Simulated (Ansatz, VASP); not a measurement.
**Two plane-wave programs on HfO2**

```
Hf O
1.0
     3.55802    0.00000    0.00000
     0.00000    3.55802    0.00000
     0.00000    0.00000    5.17186
Hf O
2 4
Direct
  0.50000 0.50000 0.50000
  0.00000 0.00000 0.00000
  0.00000 0.50000 0.69721
  0.50000 0.00000 0.30279
  0.50000 0.00000 0.80279
  0.00000 0.50000 0.19721
```

Alike in both runs: task single point; functional PBE; k mesh 2 × 2 × 2; no spin polarisation.

|  | VASP | Ansatz |
| --- | --- | --- |
| version | VASP 6.6.1 | Ansatz 0.2.0 |
| potentials or method | VASP PAW PBE potentials, release 64 (Hf_pv, O), cutoff 600 eV | plane waves, PAW |
| occupations | gaussian, width 0.01 eV | fixed |
| valence electrons in the cell | 44 | 76 |

VASP gave:

* gap on the k mesh at the Fermi level (eV): 4.69

Which values does Ansatz return?

gap on the k mesh at the Fermi level (eV): 4.71.

VASP's potentials hold 44 valence electrons a cell and Ansatz's 76, so a difference there can come from the potentials and not from the codes.

The k mesh is coarse, so the values compare programs but aren't converged. Neither program's run includes spin-orbit coupling.
